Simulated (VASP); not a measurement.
# SiB2 in VASP: a series of runs

The runs below take SiB2 through single point, relaxation of cell and atoms, with LDA.

Everything below comes from runs of VASP 6.6.1. Logs are shortened: lines on timing, memory, paths and dates and some standing lists are left out, and cuts for length are marked.

### Step 1. The cell of the first run

Symmetry: P6_3/mmc, No. 194, hexagonal system. The conventional cell has a = 2.950 Å, b = 2.950 Å, c = 7.156 Å, α = 90.00°, β = 90.00°, γ = 120.00°. Si (site symmetry -6m2) has 8 B at 1.98 to 2.33 Å within 2.6 Å. B (site symmetry 3m) has 3 B at 1.75 Å and 1 Si at 1.98 Å within 2.3 Å.

### Step 2. Single point, LDA

INCAR

```
SYSTEM = SiB2
PREC = Accurate
ENCUT = 520
EDIFF = 1E-6
ISMEAR = -1
SIGMA = 0.0166
LREAL = .FALSE.
LASPH = .TRUE.
NELM = 80
ALGO = Normal
ISIF = 2
LWAVE = .FALSE.
LCHARG = .FALSE.
NBANDS = 19
```

KPOINTS

```
regular mesh
0
G
  6 6 4
  0 0 0
```

POSCAR

```
SiB2
1.0
    1.4751533381      2.5550405305      0.0000000000
   -1.4751533381      2.5550405305      0.0000000000
    0.0000000000      0.0000000000      7.1563550961
Si B
2 4
Direct
    0.3333333333      0.3333333333      0.2500000000
    0.6666666667      0.6666666667      0.7500000000
    0.3333333333      0.3333333333      0.5273290119
    0.6666666667      0.6666666667      0.0273290119
    0.3333333333      0.3333333333      0.9726709881
    0.6666666667      0.6666666667      0.4726709881
```

Potentials or basis: VASP PAW LDA potentials, release 64 (Si, B).

Started as:

```console
cat potpaw_LDA.64/Si/POTCAR potpaw_LDA.64/B/POTCAR > POTCAR
mpirun -np 1 vasp_std > vasp.out
```

OUTCAR:

```text
SYSTEM = SiB2
   PREC = Accurate
   ENCUT = 520
   EDIFF = 1E-6
   ISMEAR = -1
   LREAL = .FALSE.
   LASPH = .TRUE.
   NELM = 80
   ISIF = 2

 ion  position               nearest neighbor table
   1  0.333  0.333  0.250-   3 1.98   5 1.98   4 2.33   6 2.33   4 2.33   6 2.33   4 2.33   6 2.33

   2  0.667  0.667  0.750-   4 1.98   6 1.98   3 2.33   5 2.33   3 2.33   5 2.33   5 2.33   3 2.33

   3  0.333  0.333  0.527-   6 1.75   6 1.75   6 1.75   1 1.98   2 2.33   2 2.33   2 2.33
   4  0.667  0.667  0.027-   5 1.75   5 1.75   5 1.75   2 1.98   1 2.33   1 2.33   1 2.33
   5  0.333  0.333  0.973-   4 1.75   4 1.75   4 1.75   1 1.98   2 2.33   2 2.33   2 2.33
   6  0.667  0.667  0.473-   3 1.75   3 1.75   3 1.75   2 1.98   1 2.33   1 2.33   1 2.33

  LATTYP: Found a hexagonal cell.
 ALAT       =     2.9503066762
 C/A-ratio  =     2.4256309196

  Lattice vectors:

 A1 = (   1.4751533381,  -2.5550405305,   0.0000000000)
 A2 = (   1.4751533381,   2.5550405305,   0.0000000000)
 A3 = (   0.0000000000,   0.0000000000,   7.1563550961)

Analysis of symmetry for initial positions (statically):
=====================================================================
 Subroutine PRICEL returns:
 Original cell was already a primitive cell.

 Routine SETGRP: Setting up the symmetry group for a
 hexagonal supercell.

 Subroutine GETGRP returns: Found 24 space group operations
 (whereof 12 operations were pure point group operations)
 out of a pool of 24 trial point group operations.

The static configuration has the point symmetry D_3d.
 The point group associated with its full space group is D_6h.

Analysis of symmetry for dynamics (positions and initial velocities):
=====================================================================
 Subroutine PRICEL returns:
 Original cell was already a primitive cell.

 Routine SETGRP: Setting up the symmetry group for a
 hexagonal supercell.

 Subroutine GETGRP returns: Found 24 space group operations
 (whereof 12 operations were pure point group operations)
 out of a pool of 24 trial point group operations.

The dynamic configuration has the point symmetry D_3d.
 The point group associated with its full space group is D_6h.

 Subroutine INISYM returns: Found 24 space group operations
 (whereof 12 operations are pure point group operations),
 and found     1 'primitive' translations

----------------------------------------------------------------------------------------

                                     Primitive cell

  volume of cell :      53.9457

  direct lattice vectors                    reciprocal lattice vectors
     1.475153338  2.555040530  0.000000000     0.338947814  0.195691612  0.000000000
    -1.475153338  2.555040530  0.000000000    -0.338947814  0.195691612  0.000000000
     0.000000000  0.000000000  7.156355096     0.000000000  0.000000000  0.139735939

  length of vectors
     2.950306676  2.950306676  7.156355096     0.391383224  0.391383224  0.139735939

  position of ions in fractional coordinates (direct lattice)
     0.333333333  0.333333333  0.250000000
     0.666666667  0.666666667  0.750000000
     0.333333333  0.333333333  0.527329012
     0.666666667  0.666666667  0.027329012
     0.333333333  0.333333333  0.972670988
     0.666666667  0.666666667  0.472670988

  ion indices of the primitive-cell ions
   primitive index   ion index
                 1           1
                 2           2
                 3           3
                 4           4
                 5           5
                 6           6

----------------------------------------------------------------------------------------

 KPOINTS: regular mesh

Automatic generation of k-mesh.
 Grid dimensions read from file:
 generate k-points for:    6    6    4

 Generating k-lattice:

  Cartesian coordinates                     Fractional coordinates (reciprocal lattice)
     0.056491302  0.032615269  0.000000000     0.166666667  0.000000000  0.000000000
    -0.056491302  0.032615269  0.000000000     0.000000000  0.166666667  0.000000000
     0.000000000  0.000000000  0.034933985     0.000000000  0.000000000  0.250000000

  Length of vectors
     0.065230537  0.065230537  0.034933985

  Shift w.r.t. Gamma in fractional coordinates (k-lattice)
     0.000000000  0.000000000  0.000000000

 Subroutine IBZKPT returns following result:
 ===========================================

 Found     21 irreducible k-points:

 Following reciprocal coordinates:
            Coordinates               Weight
  0.000000  0.000000  0.000000      1.000000
  0.166667 -0.000000  0.000000      6.000000
  0.333333 -0.000000  0.000000      6.000000
  0.500000 -0.000000  0.000000      3.000000
  0.333333  0.166667  0.000000      6.000000
  0.500000  0.166667  0.000000     12.000000
[... 13 lines left out ...]
  0.500000  0.166667  0.500000     12.000000
 -0.333333  0.333333  0.500000      2.000000
   k-points           NKPTS =     21   k-points in BZ     NKDIM =     21   number of bands    NBANDS=     19
   number of dos      NEDOS =    301   number of ions     NIONS =      6
   total plane-waves  NPLWV =  31104
   dimension x,y,z NGX =    24 NGY =   24 NGZ =   54
   dimension x,y,z NGXF=    48 NGYF=   48 NGZF=  108
   ions per type =               2   4
   NGX,Y,Z   is equivalent  to a cutoff of  13.52, 13.52, 12.54 a.u.
   NGXF,Y,Z  is equivalent  to a cutoff of  27.05, 27.05, 25.09 a.u.
 SYSTEM =  SiB2
   PREC   = accura    normal or accurate (medium, high low for compatibility)
   ISTART =      0    job   : 0-new  1-cont  2-samecut
   ICHARG =      2    charge: 1-file 2-atom 10-const
   ISPIN  =      1    spin polarized calculation?
   LNONCOLLINEAR =      F non collinear calculations
   LSORBIT =      F    spin-orbit coupling
   LASPH  =      T    aspherical Exc in radial PAW
   ENCUT  =  520.0 eV  38.22 Ry    6.18 a.u.   5.49  5.49 13.31*2*pi/ulx,y,z
   NELM   =     80;   NELMIN=  2; NELMDL= -5     # of ELM steps
   EDIFF  = 0.1E-05   stopping-criterion for ELM
   LREAL  =      F    real-space projection
   EDIFFG = 0.1E-04   stopping-criterion for IOM
   NSW    =      0    number of steps for IOM
   IBRION =     -1    ionic relax: 0-MD 1-quasi-New 2-CG
   NFREE  =      0    steps in history (QN), initial steepest desc. (CG)
   ISIF   =      2    stress and relaxation
   ISYM   =      2    0-nonsym 1-usesym 2-fastsym
   POTIM  = 0.5000    time-step for ionic-motion
   TEBEG  =    0.0;   TEEND  =   0.0 temperature during run
   PSTRESS=    0.0 pullay stress
   NELECT =      20.0000    total number of electrons
   NUPDOWN=      -1.0000    fix difference up-down
   EMIN   =  10.00;   EMAX   =-10.00  energy-range for DOS
   EFERMI =   0.00;   METHOD = LEGACY
   ISMEAR =    -1;   SIGMA  =   0.02  broadening in eV -4-tet -1-fermi 0-gaus
   EFERMI_NEDOS =   21; number of points for ismear=-14 and -15
   IALGO  =     38    algorithm
   IMIX   =      4    mixing-type and parameters
     AMIX     =   0.40;   BMIX     =  1.00
     AMIX_MAG =   1.60;   BMIX_MAG =  1.00
  volume/ion in A,a.u.               =       8.99        60.67
  Fermi-wavevector in a.u.,A,eV,Ry     =   1.176068  2.222447 18.818717  1.383137
  Thomas-Fermi vector in A             =   2.312438
   LORBIT       =      0    0 simple, 1 ext, 2 COOP (PROOUT), +10 PAW based schemes
   GGA     = CA    functional components
   LHFCALC =     F    Hartree Fock is set to
   AEXX    =    0.0000 exact exchange contribution
   IVDW    =     0    specifies the selected vdW correction
   LEPSILON=     F    determine dielectric tensor
   LRPA    =     F    only Hartree local field effects (RPA)
 non-spin polarized calculation
  energy-cutoff  :      520.00
  volume of cell :       53.95
 maximum number of plane-waves:      1515
 NGX is ok and might be reduce to    24
   NGX = 11   NGY = 11   NGZ = 27

 number of electron      20.0000001 magnetization

 Free energy of the ion-electron system (eV)
  ---------------------------------------------------
  ext. energy  EPLUGINS =         0.00000000
  ---------------------------------------------------
  free energy    TOTEN  =       -39.00374856 eV

  energy without entropy =      -39.00296187  energy(sigma->0) =      -39.00335522

 E-fermi :   8.9589     XC(G=0): -11.8203

 val. band max:        8.9390443997   @ k =   0.0000   0.0000   0.0000
 cond. band min:       9.1927574998   @ k =   0.5000  -0.0000   0.0000
 fundamental gap:      0.2537131001
 Fermi energy:         8.9589194738

 k-point     1 :       0.0000    0.0000    0.0000
  band No.  band energies     occupation
      1      -6.5401      2.00000
      2      -4.3270      2.00000
      3      -3.7209      2.00000
      4       2.1066      2.00000
      5       4.8634      2.00000
      6       8.3124      2.00000
[... 11 lines left out ...]
     18      16.1271      0.00000
     19      16.7710      0.00000

 k-point     2 :       0.1667   -0.0000    0.0000
  band No.  band energies     occupation
      1      -6.0063      2.00000
      2      -3.8482      2.00000
      3      -3.1439      2.00000
      4       2.5312      2.00000
      5       5.3042      2.00000
      6       5.8252      2.00000
[... 11 lines left out ...]
     18      16.6545      0.00000
     19      17.9584      0.00000

 k-point     3 :       0.3333   -0.0000    0.0000
  band No.  band energies     occupation
      1      -4.4371      2.00000
      2      -2.4378      2.00000
      3      -1.4975      2.00000
      4       1.9661      2.00000
      5       2.6208      2.00000
      6       4.9682      2.00000
[... 11 lines left out ...]
     18      17.2317      0.00000
     19      19.0287      0.00000

 k-point     4 :       0.5000   -0.0000    0.0000
  band No.  band energies     occupation
      1      -2.4087      2.00000
      2      -1.2972      2.00000
      3      -0.5994      2.00000
      4       0.4326      2.00000
      5       0.9139      2.00000
      6       2.6479      2.00000
[... 341 lines left out ...]
     18      16.8684      0.00000
     19      17.5387      0.00000

 k-point    20 :       0.5000    0.1667    0.5000
  band No.  band energies     occupation
      1      -2.3762      2.00000
      2      -2.3762      2.00000
      3       0.6933      2.00000
      4       0.6933      2.00000
      5       2.6578      2.00000
      6       2.6578      2.00000
[... 11 lines left out ...]
     18      16.2159      0.00000
     19      19.9037      0.00000

 k-point    21 :      -0.3333    0.3333    0.5000
  band No.  band energies     occupation
      1      -0.7515      2.00000
      2      -0.7515      2.00000
      3       0.0247      2.00000
      4       0.0247      2.00000
      5       1.9590      2.00000
      6       1.9590      2.00000
[... 11 lines left out ...]
     18      18.4767      0.00000
     19      20.2766      0.00000

------------------------ aborting loop because EDIFF is reached ----------------------------------------

  FORCE on cell =-STRESS in cart. coord.  units (eV):
  Direction    XX          YY          ZZ          XY          YZ          ZX
  --------------------------------------------------------------------------------------
  -------------------------------------------------------------------------------------
  Total        0.0620553      0.0620553      0.0656449      0.0000000     -0.0000000      0.0000000
  in kB        1.8430317      1.8430317      1.9496422      0.0000000     -0.0000000      0.0000000
  external PRESSURE =       1.8785685 kB  Pullay stress =       0.0000000 kB

 VOLUME and BASIS-vectors are now :
 -----------------------------------------------------------------------------
  energy-cutoff  :      520.00
  volume of cell :       53.95
      direct lattice vectors                 reciprocal lattice vectors
     1.475153338  2.555040530  0.000000000     0.338947814  0.195691612  0.000000000
    -1.475153338  2.555040530  0.000000000    -0.338947814  0.195691612  0.000000000
     0.000000000  0.000000000  7.156355096     0.000000000  0.000000000  0.139735939

 POSITION                                       TOTAL-FORCE (eV/Angst)
 -----------------------------------------------------------------------------------
      0.00000      1.70336      1.78909         0.000000      0.000000      0.000000
      0.00000      3.40672      5.36727        -0.000000     -0.000000      0.000000
      0.00000      1.70336      3.77375        -0.000000     -0.000000      0.010483
      0.00000      3.40672      0.19558        -0.000000      0.000000      0.010483
      0.00000      1.70336      6.96078         0.000000     -0.000000     -0.010483
      0.00000      3.40672      3.38260        -0.000000      0.000000     -0.010483
 -----------------------------------------------------------------------------------
    total drift:                               -0.000000     -0.000000      0.000000

  FREE ENERGIE OF THE ION-ELECTRON SYSTEM (eV)
  ---------------------------------------------------
  free  energy   TOTEN  =       -39.0037485590 eV

  energy  without entropy=      -39.0029618728  energy(sigma->0) =      -39.00335522
```

It took 24 s on 1 thread of Intel Xeon 8259CL, shared host; peak memory 0.15 GiB.

What came out:

```yaml
Free_energy: -39.0037 eV
Pressure: 0.2 GPa
Largest_force: 0.010 eV/Å
Band_gap_on_the_k_mesh: zero (band 10 reaches 13.00 eV, above the bottom of band 11 at 6.90 eV)
```

Forces in eV/Å, atoms in the order of the input:
```
Si   0.000  0.000  0.000
Si   0.000  0.000  0.000
B    0.000  0.000  0.010
B    0.000  0.000  0.010
B    0.000  0.000 -0.010
B    0.000  0.000 -0.010
```

Caveat: the k points lie up to 0.41 Å⁻¹ apart.

### Step 3. Relaxation of cell and atoms, LDA

This run uses another cell than the first one, of 9.78 Å³/atom, 1.088 times its volume.

INCAR

```
SYSTEM = SiB2
ALGO = Normal
EDIFF = 1E-7
EDIFFG = -0.03
ENCUT = 600
GGA = CA
IBRION = 2
ISIF = 3
ISMEAR = -1
LASPH = .True.
LCHARG = .False.
LREAL = .False.
LWAVE = .False.
NELM = 60
NSW = 80
PREC = Accurate
SIGMA = 0.0166
```

KPOINTS

```
k-points
0
Gamma
  6 6 4
  0 0 0
```

POSCAR

```
SiB2
1.0
    1.4863900000      2.5745000000      0.0000000000
   -1.4863900000      2.5745000000      0.0000000000
    0.0000000000      0.0000000000      7.6656730000
Si B
2 4
Direct
    0.3333000000      0.3334000000      0.2500000000
    0.6666000000      0.6667000000      0.7500000000
    0.3333000000      0.3334000000      0.5480000000
    0.6666000000      0.6667000000      0.0480000000
    0.3333000000      0.3334000000      0.9520000000
    0.6667000000      0.6667000000      0.4520000000
```

Potentials or basis: VASP PAW LDA potentials, release 64 (Si, B).

Started as:

```console
cat potpaw_LDA.64/Si/POTCAR potpaw_LDA.64/B/POTCAR > POTCAR
mpirun -np 1 vasp_std > vasp.out
```

OUTCAR:

```text
SYSTEM = SiB2
   EDIFF = 1E-7
   EDIFFG = -0.03
   ENCUT = 600
   GGA = CA
   IBRION = 2
   ISIF = 3
   ISMEAR = -1
   LASPH = .True.
   LREAL = .False.
   NELM = 60
   NSW = 80
   PREC = Accurate

 ion  position               nearest neighbor table
   1  0.333  0.333  0.250-   3 2.28   5 2.28   4 2.31   6 2.31   6 2.31   4 2.31   4 2.31   6 2.31

   2  0.667  0.667  0.750-   4 2.28   6 2.28   5 2.31   3 2.31   3 2.31   5 2.31   3 2.31   5 2.31

   3  0.333  0.333  0.548-   6 1.87   6 1.87   6 1.87   1 2.28   2 2.31   2 2.31   2 2.31
   4  0.667  0.667  0.048-   5 1.87   5 1.87   5 1.87   2 2.28   1 2.31   1 2.31   1 2.31
   5  0.333  0.333  0.952-   4 1.87   4 1.87   4 1.87   1 2.28   2 2.31   2 2.31   2 2.31
   6  0.667  0.667  0.452-   3 1.87   3 1.87   3 1.87   2 2.28   1 2.31   1 2.31   1 2.31

  LATTYP: Found a hexagonal cell.
 ALAT       =     2.9727774020
 C/A-ratio  =     2.5786232749

  Lattice vectors:

 A1 = (   1.4863900000,  -2.5745000000,   0.0000000000)
[... 802 lines left out ...]
--------------------------------------- Ionic step       12  -------------------------------------------

 number of electron      20.0000000 magnetization

 Free energy of the ion-electron system (eV)
  ---------------------------------------------------
  ext. energy  EPLUGINS =         0.00000000
  ---------------------------------------------------
  free energy    TOTEN  =       -39.00888126 eV

  energy without entropy =      -39.00817887  energy(sigma->0) =      -39.00853007

 E-fermi :   8.9353     XC(G=0): -11.8136

 val. band max:        8.9219254907   @ k =   0.0000   0.0000   0.0000
 cond. band min:       9.1618015190   @ k =   0.0000   0.5000   0.0000
 fundamental gap:      0.2398760283
 Fermi energy:         8.9353391450

 k-point     1 :       0.0000    0.0000    0.0000
  band No.  band energies     occupation
      1      -6.5442      2.00000
      2      -4.3369      2.00000
      3      -3.7294      2.00000
      4       2.0876      2.00000
      5       4.8342      2.00000
      6       8.2989      2.00000
      7       8.2990      2.00000
      8       8.9218      1.38632
      9       8.9219      1.38339
     10      12.9654      0.00000
     11      14.4372      0.00000
     12      14.4374      0.00000
     13      15.3931      0.00000
     14      15.3935      0.00000
[... 424 lines left out ...]
  FREE ENERGIE OF THE ION-ELECTRON SYSTEM (eV)
  ---------------------------------------------------
  free  energy   TOTEN  =       -39.0088812562 eV

  energy  without entropy=      -39.0081788743  energy(sigma->0) =      -39.00853007

 reached required accuracy - stopping structural energy minimisation
```

OSZICAR:

```text
N       E                     dE             d eps       ncg     rms          rms(c)
DAV:   1     0.387706338145E+02    0.38771E+02   -0.97679E+03  2128   0.141E+03
DAV:   2    -0.368010916910E+02   -0.75572E+02   -0.72947E+02  2778   0.201E+02
DAV:   3    -0.398993578964E+02   -0.30983E+01   -0.30283E+01  2830   0.381E+01
DAV:   4    -0.399290208432E+02   -0.29663E-01   -0.29647E-01  2578   0.411E+00
[... 97 lines left out ...]
DAV:   1    -0.390089058445E+02   -0.19864E-03   -0.12552E-02  2176   0.922E-01    0.289E-02
DAV:   2    -0.390088878832E+02    0.17961E-04   -0.13122E-04  2728   0.925E-02    0.153E-02
DAV:   3    -0.390088816743E+02    0.62088E-05   -0.13651E-05  2374   0.249E-02    0.508E-03
DAV:   4    -0.390088812746E+02    0.39971E-06   -0.21010E-06  2656   0.967E-03    0.142E-03
DAV:   5    -0.390088812562E+02    0.18481E-07   -0.11670E-07  1424   0.243E-03
  12 F= -.39008881E+02 E0= -.39008530E+02  d E =-.174060E-03
```

Wall time 10 min (1 thread of Intel Xeon 8259CL, shared host); peak memory 0.21 GiB.

What came out:

- Free energy: -39.0089 eV
- Relaxed volume: 9.01 Å³/atom
- Relaxed cell: a = 2.951 Å, b = 2.951 Å, c = 7.164 Å, α = 90.00°, β = 90.00°, γ = 60.00°
- Space group after relaxing (to 0.05 Å): P6_3/mmc (No. 194)
- Energy gained by relaxing: 230.7 meV/atom
- Ionic steps: 12
- Pressure after relaxing: -0.1 GPa
- Largest force after relaxing: 0.003 eV/Å
- Band gap on the k mesh: zero (band 10 reaches 12.97 eV, above the bottom of band 11 at 6.87 eV)

Forces on the atoms (eV/Å):
```
Si   0.000  0.000  0.000
Si   0.000  0.000  0.000
B    0.000  0.000  0.003
B    0.000  0.000  0.003
B    0.000  0.000 -0.003
B    0.000  0.000 -0.003
```

The path:
```tsv
step	energy change (eV)	largest force (eV/Å)	pressure (GPa)	volume (Å³)
1	0.0000	2.1548	-18.22	58.67
2	-1.0630	0.2019	14.82	49.55
3	-1.2329	0.8230	4.62	51.59
4	-1.2329	0.7654	5.34	51.46
5	-1.3480	0.1925	2.55	52.90
6	-1.3600	0.1937	1.26	53.87
7	-1.3441	0.0810	-3.68	55.34
8	-1.3815	0.0575	-1.07	54.48
9	-1.3816	0.0542	-1.13	54.50
10	-1.3840	0.0373	0.30	53.96
11	-1.3840	0.0396	0.14	54.02
12	-1.3842	0.0034	-0.07	54.03
```

Final structure:
```
Si B
1.0
     1.47553    2.55569    0.00000
    -1.47554    2.55570    0.00000
     0.00000    0.00001    7.16447
Si B
2 4
Direct
  0.33331 0.33339 0.25000
  0.66661 0.66671 0.75000
  0.33334 0.33338 0.52722
  0.66660 0.66672 0.02722
  0.33327 0.33338 0.97278
  0.66667 0.66672 0.47278
```

Caveat: the k points lie up to 0.41 Å⁻¹ apart in the final cell.
